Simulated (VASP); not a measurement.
# Ti2Hg (P4/mmm) in VASP: a series of runs, part 2 of 3

VASP 6.6.1.

## 3. Single point, PBE

This run uses another cell than the first one, of 19.21 Å³/atom.

Input file INCAR:

```
PREC     = Accurate       # precision mode
ENCUT    = 520            # plane-wave cutoff, eV
EDIFF    = 1E-6           # SCF threshold, eV
ISMEAR   = 0              # smearing method
SIGMA    = 0.1            # smearing width, eV
LREAL    = False          # projectors in reciprocal space
LASPH    = True           # aspherical terms in the spheres
NELM     = 80             # most SCF steps
ALGO     = Fast           # electronic algorithm
ISIF     = 2              # what is computed and relaxed
LWAVE    = False          # write WAVECAR
LCHARG   = True           # write CHGCAR
GGA      = PE             # functional
LELF     = True           # ELF
LVHAR    = True         
NBANDS   = 25             # bands
```

Input file KPOINTS:

```
regular mesh
0
Gamma
  6 6 4
```

Input file POSCAR:

```
Ti2Hg
1.0
    2.9086589471      0.0000000000      0.0000000000
    0.0000000000      2.9086589471      0.0000000000
    0.0000000000      0.0000000000      6.8122367807
Ti Hg
2 1
Direct
    0.5000000000      0.5000000000      0.3178359928
    0.5000000000      0.5000000000      0.6821640072
    0.0000000000      0.0000000000      0.0000000000
```

Potentials or basis: VASP PAW PBE potentials, release 64 (Ti_sv, Hg).

Launch:

```sh
> cat potpaw_PBE.64/Ti_sv/POTCAR potpaw_PBE.64/Hg/POTCAR > POTCAR
> mpirun -np 1 vasp_std > vasp.out
```

OUTCAR:

```text
PREC = Accurate
   ENCUT = 520
   EDIFF = 1E-6
   ISMEAR = 0
   LREAL = False
   LASPH = True
   NELM = 80
   ISIF = 2
   GGA = PE

 ion  position               nearest neighbor table
   1  0.500  0.500  0.318-   2 2.48   3 2.99   3 2.99   3 2.99   3 2.99
   2  0.500  0.500  0.682-   1 2.48   3 2.99   3 2.99   3 2.99   3 2.99
   3  0.000  0.000  0.000-   1 2.99   2 2.99   1 2.99   2 2.99   1 2.99   2 2.99   1 2.99   2 2.99

  LATTYP: Found a simple tetragonal cell.
 ALAT       =     2.9086589471
 C/A-ratio  =     2.3420541578

  Lattice vectors:

 A1 = (   2.9086589471,   0.0000000000,   0.0000000000)
 A2 = (   0.0000000000,   2.9086589471,   0.0000000000)
 A3 = (   0.0000000000,   0.0000000000,   6.8122367807)

Analysis of symmetry for initial positions (statically):
=====================================================================
 Subroutine PRICEL returns:
 Original cell was already a primitive cell.

 Routine SETGRP: Setting up the symmetry group for a
 simple tetragonal supercell.

 Subroutine GETGRP returns: Found 16 space group operations
 (whereof 16 operations were pure point group operations)
 out of a pool of 16 trial point group operations.

The static configuration has the point symmetry D_4h.

Analysis of symmetry for dynamics (positions and initial velocities):
=====================================================================
 Subroutine PRICEL returns:
 Original cell was already a primitive cell.

 Routine SETGRP: Setting up the symmetry group for a
 simple tetragonal supercell.

 Subroutine GETGRP returns: Found 16 space group operations
 (whereof 16 operations were pure point group operations)
 out of a pool of 16 trial point group operations.

The dynamic configuration has the point symmetry D_4h.

 Subroutine INISYM returns: Found 16 space group operations
 (whereof 16 operations are pure point group operations),
 and found     1 'primitive' translations

----------------------------------------------------------------------------------------

                                     Primitive cell

  volume of cell :      57.6335

  direct lattice vectors                    reciprocal lattice vectors
     2.908658947  0.000000000  0.000000000     0.343801050  0.000000000  0.000000000
     0.000000000  2.908658947  0.000000000     0.000000000  0.343801050  0.000000000
     0.000000000  0.000000000  6.812236781     0.000000000  0.000000000  0.146794663

  length of vectors
     2.908658947  2.908658947  6.812236781     0.343801050  0.343801050  0.146794663

  position of ions in fractional coordinates (direct lattice)
     0.500000000  0.500000000  0.317835993
     0.500000000  0.500000000  0.682164007
     0.000000000  0.000000000  0.000000000

  ion indices of the primitive-cell ions
   primitive index   ion index
                 1           1
                 2           2
                 3           3

----------------------------------------------------------------------------------------

 KPOINTS: regular mesh

Automatic generation of k-mesh.
 Grid dimensions read from file:
 generate k-points for:    6    6    4

 Generating k-lattice:

  Cartesian coordinates                     Fractional coordinates (reciprocal lattice)
     0.057300175  0.000000000  0.000000000     0.166666667  0.000000000  0.000000000
     0.000000000  0.057300175  0.000000000     0.000000000  0.166666667  0.000000000
     0.000000000  0.000000000  0.036698666     0.000000000  0.000000000  0.250000000

  Length of vectors
     0.057300175  0.057300175  0.036698666

  Shift w.r.t. Gamma in fractional coordinates (k-lattice)
     0.000000000  0.000000000  0.000000000

 Subroutine IBZKPT returns following result:
 ===========================================

 Found     30 irreducible k-points:

 Following reciprocal coordinates:
            Coordinates               Weight
  0.000000  0.000000  0.000000      1.000000
  0.166667  0.000000  0.000000      4.000000
  0.333333  0.000000  0.000000      4.000000
  0.500000  0.000000  0.000000      2.000000
  0.166667  0.166667  0.000000      4.000000
  0.333333  0.166667  0.000000      8.000000
[... 16 lines left out ...]
  0.333333  0.000000  0.500000      4.000000
  0.500000  0.000000  0.500000      2.000000
 [... further k-points ...]
   k-points           NKPTS =     30   k-points in BZ     NKDIM =     30   number of bands    NBANDS=     25
   number of dos      NEDOS =    301   number of ions     NIONS =      3
   total plane-waves  NPLWV =  31104
   dimension x,y,z NGX =    24 NGY =   24 NGZ =   54
   dimension x,y,z NGXF=    48 NGYF=   48 NGZF=  108
   ions per type =               2   1
   NGX,Y,Z   is equivalent  to a cutoff of  13.72, 13.72, 13.18 a.u.
   NGXF,Y,Z  is equivalent  to a cutoff of  27.43, 27.43, 26.36 a.u.
 SYSTEM =  unknown system
   PREC   = accura    normal or accurate (medium, high low for compatibility)
   ISTART =      0    job   : 0-new  1-cont  2-samecut
   ICHARG =      2    charge: 1-file 2-atom 10-const
   ISPIN  =      1    spin polarized calculation?
   LNONCOLLINEAR =      F non collinear calculations
   LSORBIT =      F    spin-orbit coupling
   LASPH  =      T    aspherical Exc in radial PAW
   ENCUT  =  520.0 eV  38.22 Ry    6.18 a.u.   5.41  5.41 12.67*2*pi/ulx,y,z
   NELM   =     80;   NELMIN=  2; NELMDL= -5     # of ELM steps
   EDIFF  = 0.1E-05   stopping-criterion for ELM
   LREAL  =      F    real-space projection
   EDIFFG = 0.1E-04   stopping-criterion for IOM
   NSW    =      0    number of steps for IOM
   IBRION =     -1    ionic relax: 0-MD 1-quasi-New 2-CG
   NFREE  =      0    steps in history (QN), initial steepest desc. (CG)
   ISIF   =      2    stress and relaxation
   ISYM   =      2    0-nonsym 1-usesym 2-fastsym
   POTIM  = 0.5000    time-step for ionic-motion
   TEBEG  =    0.0;   TEEND  =   0.0 temperature during run
   PSTRESS=    0.0 pullay stress
   NELECT =      36.0000    total number of electrons
   NUPDOWN=      -1.0000    fix difference up-down
   EMIN   =  10.00;   EMAX   =-10.00  energy-range for DOS
   EFERMI =   0.00;   METHOD = LEGACY
   ISMEAR =     0;   SIGMA  =   0.10  broadening in eV -4-tet -1-fermi 0-gaus
   EFERMI_NEDOS =   21; number of points for ismear=-14 and -15
   IALGO  =     68    algorithm
   IMIX   =      4    mixing-type and parameters
     AMIX     =   0.40;   BMIX     =  1.00
     AMIX_MAG =   1.60;   BMIX_MAG =  1.00
  volume/ion in A,a.u.               =      19.21       129.64
  Fermi-wavevector in a.u.,A,eV,Ry     =   1.399428  2.644535 26.645631  1.958399
  Thomas-Fermi vector in A             =   2.522488
   LORBIT       =      0    0 simple, 1 ext, 2 COOP (PROOUT), +10 PAW based schemes
   GGA     = PE    functional components
   LHFCALC =     F    Hartree Fock is set to
   AEXX    =    0.0000 exact exchange contribution
   IVDW    =     0    specifies the selected vdW correction
   LEPSILON=     F    determine dielectric tensor
   LRPA    =     F    only Hartree local field effects (RPA)
 non-spin polarized calculation
 RMM-DIIS sequential band-by-band and
 Gauss-broadening in eV      SIGMA  =   0.10
  energy-cutoff  :      520.00
  volume of cell :       57.63
 maximum number of plane-waves:      1577
 NGX is ok and might be reduce to    24
   NGX = 11   NGY = 11   NGZ = 25

 number of electron      36.0000014 magnetization

 Free energy of the ion-electron system (eV)
  ---------------------------------------------------
  ext. energy  EPLUGINS =         0.00000000
  ---------------------------------------------------
  free energy    TOTEN  =       -14.69945393 eV

  energy without entropy =      -14.67212204  energy(sigma->0) =      -14.68578798

 E-fermi :   6.3588     XC(G=0): -11.3155

 val. band max:        6.3257476500   @ k =   0.3333   0.3333   0.2500
 cond. band min:       6.3589863668   @ k =   0.5000   0.0000   0.0000
 fundamental gap:      0.0332387168
 Fermi energy:         6.3588141249

 k-point     1 :       0.0000    0.0000    0.0000
  band No.  band energies     occupation
      1     -50.4467      2.00000
      2     -50.3328      2.00000
      3     -27.0272      2.00000
      4     -26.4990      2.00000
      5     -26.4990      2.00000
      6     -26.4256      2.00000
[... 17 lines left out ...]
     24       9.3173      0.00000
     25       9.3832      0.00000
[... 621 lines left out ...]
      3     -26.9759      2.00000
      4     -26.8610      2.00000
      5     -26.7676      2.00000
      6     -26.4676      2.00000
[... 17 lines left out ...]
     24       9.3444      0.00000
     25       9.3986      0.00000

 [... further k-points ...]

------------------------ aborting loop because EDIFF is reached ----------------------------------------

  FORCE on cell =-STRESS in cart. coord.  units (eV):
  Direction    XX          YY          ZZ          XY          YZ          ZX
  --------------------------------------------------------------------------------------
  -------------------------------------------------------------------------------------
  Total        0.0397237      0.0397237      0.0990018      0.0000000      0.0000000     -0.0000000
  in kB        1.1042942      1.1042942      2.7521902      0.0000000      0.0000000     -0.0000000
  external PRESSURE =       1.6535929 kB  Pullay stress =       0.0000000 kB

 VOLUME and BASIS-vectors are now :
 -----------------------------------------------------------------------------
  energy-cutoff  :      520.00
  volume of cell :       57.63
      direct lattice vectors                 reciprocal lattice vectors
     2.908658947  0.000000000  0.000000000     0.343801050  0.000000000  0.000000000
     0.000000000  2.908658947  0.000000000     0.000000000  0.343801050  0.000000000
     0.000000000  0.000000000  6.812236781     0.000000000  0.000000000  0.146794663

 POSITION                                       TOTAL-FORCE (eV/Angst)
 -----------------------------------------------------------------------------------
      1.45433      1.45433      2.16517         0.000000      0.000000      0.033636
      1.45433      1.45433      4.64706         0.000000      0.000000     -0.033636
      0.00000      0.00000      0.00000         0.000000      0.000000      0.000000
 -----------------------------------------------------------------------------------
    total drift:                                0.000000     -0.000000     -0.000000

  FREE ENERGIE OF THE ION-ELECTRON SYSTEM (eV)
  ---------------------------------------------------
  free  energy   TOTEN  =       -14.6994539259 eV

  energy  without entropy=      -14.6721220380  energy(sigma->0) =      -14.68578798
```

Wall time 90 s (1 thread of AMD EPYC 7R13 (Zen 3), shared host); peak memory 0.17 GiB.

Results:

| Property | Result |
| --- | --- |
| Free energy | -14.6995 eV |
| Pressure | 0.2 GPa |
| Largest force | 0.034 eV/Å |
| Band gap on the k mesh | zero (bands 18 and 19 overlap by 0.72 eV) |

Forces on the atoms (eV/Å):
```
Ti   0.000  0.000  0.034
Ti   0.000  0.000 -0.034
Hg   0.000  0.000  0.000
```

Caveat: the k points lie up to 0.36 Å⁻¹ apart, too coarse for converged energies and pressures of a metal; spin-orbit coupling is left out, which moves the levels of the heavy elements.

(Part 2 of 3 ends here.)

The gap in the log of VASP goes by the Fermi energy; the results here count the filled bands.